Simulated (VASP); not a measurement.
# Na (Fd-3m) in VASP: further runs

The runs below take Na through single point, with RPBE.

Everything below comes from runs of VASP 6.6.1. Logs are shortened: lines on timing, memory, paths and dates and some standing lists are left out, and cuts for length are marked.

### 1 The cell of the first run

It takes space group Fd-3m (No. 227, cubic). The conventional cell has a = 8.067 Å, b = 8.067 Å, c = 8.067 Å, α = 90.00°, β = 90.00°, γ = 90.00°. Within 4.6 Å of Na (site symmetry -43m) lie 4 Na at 3.49 Å.

This isn't the form of Na at room conditions, which is bcc.

### 2 Single point, RPBE (65.62 Å³/atom)

Contents of INCAR:

```
  ALGO = Normal
  EDIFF = 1E-6
  ENCUT = 500
  GGA = RP
  GGA_COMPAT = False
  ISIF = 2
  ISMEAR = -1
  LASPH = True
  LCHARG = False
  LREAL = False
  LWAVE = False
  NBANDS = 14
  NELM = 120
  PREC = Accurate
  SIGMA = 0.1
```

Contents of KPOINTS:

```
k-points
0
Gamma
  8 8 8
```

Contents of POSCAR:

```
Na
1.0
    0.0000000000      4.0333802069      4.0333802069
    4.0333802069      0.0000000000      4.0333802069
    4.0333802069      4.0333802069      0.0000000000
Na
2
Direct
    0.1250000000      0.1250000000      0.1250000000
    0.8750000000      0.8750000000      0.8750000000
```

Potentials or basis: VASP PAW PBE potentials, release 64 (Na_pv).

Run with:

```sh
$ cat potpaw_PBE.64/Na_pv/POTCAR > POTCAR
$ mpirun -np 1 vasp_std > vasp.out
```

OUTCAR:

```text
EDIFF = 1E-6
   ENCUT = 500
   GGA = RP
   ISIF = 2
   ISMEAR = -1
   LASPH = True
   LREAL = False
   NELM = 120
   PREC = Accurate

 ion  position               nearest neighbor table
   1  0.125  0.125  0.125-
   2  0.875  0.875  0.875-

  LATTYP: Found a face centered cubic cell.
 ALAT       =     8.0667604138

  Lattice vectors:

 A1 = (   0.0000000000,   4.0333802069,   4.0333802069)
 A2 = (   4.0333802069,   0.0000000000,   4.0333802069)
 A3 = (   4.0333802069,   4.0333802069,   0.0000000000)

Analysis of symmetry for initial positions (statically):
=====================================================================
 Subroutine PRICEL returns:
 Original cell was already a primitive cell.

 Routine SETGRP: Setting up the symmetry group for a
 face centered cubic supercell.

 Subroutine GETGRP returns: Found 48 space group operations
 (whereof 12 operations were pure point group operations)
 out of a pool of 48 trial point group operations.

The static configuration has the point symmetry D_3d.
 The point group associated with its full space group is O_h .

Analysis of symmetry for dynamics (positions and initial velocities):
=====================================================================
 Subroutine PRICEL returns:
 Original cell was already a primitive cell.

 Routine SETGRP: Setting up the symmetry group for a
 face centered cubic supercell.

 Subroutine GETGRP returns: Found 48 space group operations
 (whereof 12 operations were pure point group operations)
 out of a pool of 48 trial point group operations.

The dynamic configuration has the point symmetry D_3d.
 The point group associated with its full space group is O_h .

 Subroutine INISYM returns: Found 48 space group operations
 (whereof 12 operations are pure point group operations),
 and found     1 'primitive' translations

----------------------------------------------------------------------------------------

                                     Primitive cell

  volume of cell :     131.2313

  direct lattice vectors                    reciprocal lattice vectors
     0.000000000  4.033380207  4.033380207    -0.123965501  0.123965501  0.123965501
     4.033380207  0.000000000  4.033380207     0.123965501 -0.123965501  0.123965501
     4.033380207  4.033380207  0.000000000     0.123965501  0.123965501 -0.123965501

  length of vectors
     5.704060991  5.704060991  5.704060991     0.214714547  0.214714547  0.214714547

  position of ions in fractional coordinates (direct lattice)
     0.125000000  0.125000000  0.125000000
     0.875000000  0.875000000  0.875000000

  ion indices of the primitive-cell ions
   primitive index   ion index
                 1           1
                 2           2

----------------------------------------------------------------------------------------

 KPOINTS: k-points

Automatic generation of k-mesh.
 Grid dimensions read from file:
 generate k-points for:    8    8    8

 Generating k-lattice:

  Cartesian coordinates                     Fractional coordinates (reciprocal lattice)
    -0.015495688  0.015495688  0.015495688     0.125000000  0.000000000  0.000000000
     0.015495688 -0.015495688  0.015495688     0.000000000  0.125000000  0.000000000
     0.015495688  0.015495688 -0.015495688     0.000000000  0.000000000  0.125000000

  Length of vectors
     0.026839318  0.026839318  0.026839318

  Shift w.r.t. Gamma in fractional coordinates (k-lattice)
     0.000000000  0.000000000  0.000000000

 Subroutine IBZKPT returns following result:
 ===========================================

 Found     29 irreducible k-points:

 Following reciprocal coordinates:
            Coordinates               Weight
  0.000000  0.000000  0.000000      1.000000
  0.125000  0.000000  0.000000      8.000000
  0.250000  0.000000  0.000000      8.000000
  0.375000  0.000000  0.000000      8.000000
  0.500000  0.000000  0.000000      4.000000
  0.125000  0.125000  0.000000      6.000000
[... 16 lines left out ...]
  0.500000  0.250000  0.125000     48.000000
 -0.375000  0.250000  0.125000     24.000000
 [... further k-points ...]
   k-points           NKPTS =     29   k-points in BZ     NKDIM =     29   number of bands    NBANDS=     14
   number of dos      NEDOS =    301   number of ions     NIONS =      2
   total plane-waves  NPLWV =  74088
   dimension x,y,z NGX =    42 NGY =   42 NGZ =   42
   dimension x,y,z NGXF=    84 NGYF=   84 NGZF=   84
   ions per type =               2
   NGX,Y,Z   is equivalent  to a cutoff of  12.24, 12.24, 12.24 a.u.
   NGXF,Y,Z  is equivalent  to a cutoff of  24.48, 24.48, 24.48 a.u.
 SYSTEM =  unknown system
   PREC   = accura    normal or accurate (medium, high low for compatibility)
   ISTART =      0    job   : 0-new  1-cont  2-samecut
   ICHARG =      2    charge: 1-file 2-atom 10-const
   ISPIN  =      1    spin polarized calculation?
   LNONCOLLINEAR =      F non collinear calculations
   LSORBIT =      F    spin-orbit coupling
   LASPH  =      T    aspherical Exc in radial PAW
   ENCUT  =  500.0 eV  36.75 Ry    6.06 a.u.  10.40 10.40 10.40*2*pi/ulx,y,z
   NELM   =    120;   NELMIN=  2; NELMDL= -5     # of ELM steps
   EDIFF  = 0.1E-05   stopping-criterion for ELM
   LREAL  =      F    real-space projection
   EDIFFG = 0.1E-04   stopping-criterion for IOM
   NSW    =      0    number of steps for IOM
   IBRION =     -1    ionic relax: 0-MD 1-quasi-New 2-CG
   NFREE  =      0    steps in history (QN), initial steepest desc. (CG)
   ISIF   =      2    stress and relaxation
   ISYM   =      2    0-nonsym 1-usesym 2-fastsym
   POTIM  = 0.5000    time-step for ionic-motion
   TEBEG  =    0.0;   TEEND  =   0.0 temperature during run
   PSTRESS=    0.0 pullay stress
   NELECT =      14.0000    total number of electrons
   NUPDOWN=      -1.0000    fix difference up-down
   EMIN   =  10.00;   EMAX   =-10.00  energy-range for DOS
   EFERMI =   0.00;   METHOD = LEGACY
   ISMEAR =    -1;   SIGMA  =   0.10  broadening in eV -4-tet -1-fermi 0-gaus
   EFERMI_NEDOS =   21; number of points for ismear=-14 and -15
   IALGO  =     38    algorithm
   IMIX   =      4    mixing-type and parameters
     AMIX     =   0.40;   BMIX     =  1.00
     AMIX_MAG =   1.60;   BMIX_MAG =  1.00
  volume/ion in A,a.u.               =      65.62       442.80
  Fermi-wavevector in a.u.,A,eV,Ry     =   0.776435  1.467249  8.202287  0.602851
  Thomas-Fermi vector in A             =   1.878912
   LORBIT       =      0    0 simple, 1 ext, 2 COOP (PROOUT), +10 PAW based schemes
   GGA     = RP    functional components
   LHFCALC =     F    Hartree Fock is set to
   AEXX    =    0.0000 exact exchange contribution
   IVDW    =     0    specifies the selected vdW correction
   LEPSILON=     F    determine dielectric tensor
   LRPA    =     F    only Hartree local field effects (RPA)
 non-spin polarized calculation
  energy-cutoff  :      500.00
  volume of cell :      131.23
 maximum number of plane-waves:      3383
 NGX is ok and might be reduce to    42
   NGX = 21   NGY = 21   NGZ = 21

 number of electron      14.0000033 magnetization

 Free energy of the ion-electron system (eV)
  ---------------------------------------------------
  ext. energy  EPLUGINS =         0.00000000
  ---------------------------------------------------
  free energy    TOTEN  =        -1.74061760 eV

  energy without entropy =       -1.70257518  energy(sigma->0) =       -1.72159639

 E-fermi :  -0.8662     XC(G=0):  -5.0046

 val. band max:       -1.0538356078   @ k =   0.5000   0.0000   0.0000
 cond. band min:      -0.8545866688   @ k =  -0.3750   0.3750   0.0000
 fundamental gap:      0.1992489390
 Fermi energy:        -0.8661581468

 k-point     1 :       0.0000    0.0000    0.0000
  band No.  band energies     occupation
      1     -26.3292      2.00000
      2     -26.3292      2.00000
      3     -26.3292      2.00000
      4     -26.3107      2.00000
      5     -26.3107      2.00000
      6     -26.3107      2.00000
      7      -3.1002      2.00000
      8       3.2006      0.00000
      9       3.2006      0.00000
     10       3.2006      0.00000
     11       3.5526      0.00000
     12       3.5526      0.00000
     13       3.5526      0.00000
     14       4.8885      0.00000

 k-point     2 :       0.1250    0.0000    0.0000
  band No.  band energies     occupation
      1     -26.3294      2.00000
      2     -26.3294      2.00000
      3     -26.3290      2.00000
      4     -26.3108      2.00000
      5     -26.3104      2.00000
      6     -26.3104      2.00000
      7      -2.9921      2.00000
      8       2.0837      0.00000
      9       2.9090      0.00000
     10       2.9090      0.00000
     11       3.7418      0.00000
     12       3.9533      0.00000
     13       3.9533      0.00000
     14       4.9864      0.00000

 k-point     3 :       0.2500    0.0000    0.0000
  band No.  band energies     occupation
      1     -26.3301      2.00000
      2     -26.3301      2.00000
      3     -26.3287      2.00000
      4     -26.3113      2.00000
      5     -26.3097      2.00000
      6     -26.3097      2.00000
      7      -2.6703      2.00000
      8       0.7883      0.00000
      9       2.6551      0.00000
     10       2.6551      0.00000
     11       3.5738      0.00000
     12       3.9381      0.00000
     13       3.9381      0.00000
     14       5.0064      0.00000
[... 324 lines left out ...]
 k-point    23 :       0.5000    0.2500    0.1250
  band No.  band energies     occupation
      1     -26.3322      2.00000
      2     -26.3313      2.00000
      3     -26.3255      2.00000
      4     -26.3145      2.00000
      5     -26.3085      2.00000
      6     -26.3077      2.00000
      7      -1.8655      1.99991
      8      -0.0792      0.00076
      9       0.9743      0.00000
     10       1.6460      0.00000
     11       3.3518      0.00000
     12       3.8953      0.00000
     13       4.4702      0.00000
     14       5.4500      0.00000

 k-point    24 :      -0.3750    0.2500    0.1250
  band No.  band energies     occupation
      1     -26.3325      2.00000
      2     -26.3316      2.00000
      3     -26.3249      2.00000
      4     -26.3151      2.00000
      5     -26.3083      2.00000
      6     -26.3075      2.00000
      7      -1.3501      1.98430
      8      -0.7929      0.64910
      9       1.0001      0.00000
     10       1.4238      0.00000
     11       3.3998      0.00000
     12       3.6755      0.00000
     13       5.2747      0.00000
     14       5.7579      0.00000

 [... further k-points ...]
[... 5 lines left out ...]
  --------------------------------------------------------------------------------------
  -------------------------------------------------------------------------------------
  Total       -0.2041548     -0.2041548     -0.2041548      0.0000000      0.0000000     -0.0000000
  in kB       -2.4924856     -2.4924856     -2.4924856      0.0000000      0.0000000     -0.0000000
  external PRESSURE =      -2.4924856 kB  Pullay stress =       0.0000000 kB

 VOLUME and BASIS-vectors are now :
 -----------------------------------------------------------------------------
  energy-cutoff  :      500.00
  volume of cell :      131.23
      direct lattice vectors                 reciprocal lattice vectors
     0.000000000  4.033380207  4.033380207    -0.123965501  0.123965501  0.123965501
     4.033380207  0.000000000  4.033380207     0.123965501 -0.123965501  0.123965501
     4.033380207  4.033380207  0.000000000     0.123965501  0.123965501 -0.123965501

 POSITION                                       TOTAL-FORCE (eV/Angst)
 -----------------------------------------------------------------------------------
      1.00835      1.00835      1.00835         0.000000      0.000000      0.000000
      7.05842      7.05842      7.05842        -0.000000     -0.000000     -0.000000
 -----------------------------------------------------------------------------------
    total drift:                                0.000000      0.000000      0.000000

  FREE ENERGIE OF THE ION-ELECTRON SYSTEM (eV)
  ---------------------------------------------------
  free  energy   TOTEN  =        -1.7406175989 eV

  energy  without entropy=       -1.7025751833  energy(sigma->0) =       -1.72159639
```

It took 56 s on 1 thread of Intel Xeon 8259CL, shared host; peak memory 0.25 GiB.

What came out:

- Free energy: -1.7406 eV
- Pressure: -0.2 GPa
- Band gap on the k mesh: zero (bands 7 and 8 overlap by 0.49 eV)

Caveat: the PAW data sets were made with another functional, which shifts forces and pressure a little.

### 3 Single point, RPBE

This run uses another cell than the first one, of 58.59 Å³/atom.

Contents of INCAR:

```
SYSTEM = Na
PREC = Accurate ; ENCUT = 500
EDIFF = 1E-6 ; ISMEAR = -1
SIGMA = 0.1 ; LREAL = .False.
LASPH = .True. ; NELM = 120
ALGO = Normal ; ISIF = 2
LWAVE = .False. ; LCHARG = .True.
GGA = RP ; LELF = .True.
LVHAR = .True. ; NBANDS = 14
GGA_COMPAT = .False.
```

Contents of KPOINTS:

```
regular mesh
0
Gamma
  12 12 12
  0 0 0
```

Contents of POSCAR:

```
Na
1.0
    0.0000000000      3.8838563201      3.8838563201
    3.8838563201      0.0000000000      3.8838563201
    3.8838563201      3.8838563201      0.0000000000
Na
2
Direct
    0.1250000000      0.1250000000      0.1250000000
    0.8750000000      0.8750000000      0.8750000000
```

Potentials or basis: VASP PAW PBE potentials, release 64 (Na_pv).

Run with:

```sh
$ cat potpaw_PBE.64/Na_pv/POTCAR > POTCAR
$ mpirun -np 1 vasp_std > vasp.out
```

It took 2.1 min on 1 thread of Intel Xeon 8259CL, shared host; peak memory 0.27 GiB.

The run converged. Its results:

* Free energy: -1.7500 eV
* Pressure: 0.0 GPa
* Band gap on the k mesh: zero (bands 7 and 8 overlap by 0.66 eV)

Levels at points of the mesh, in eV from the Fermi level:
```tsv
k point	band 3	band 4	band 5	band 6	band 7	band 8	band 9	band 10	band 11	band 12
(0.00, 0.00, 0.00)	-25.45	-25.42	-25.42	-25.42	-2.42	4.38	4.38	4.38	4.70	4.70
(0.50, 0.00, 0.00)	-25.45	-25.42	-25.42	-25.42	-0.78	-0.27	3.68	3.68	4.43	4.43
(0.50, 0.50, 0.00)	-25.43	-25.43	-25.42	-25.42	0.04	0.04	2.29	2.29	2.91	2.91
```

Caveat: the PAW data sets were made with another functional, which shifts forces and pressure a little.
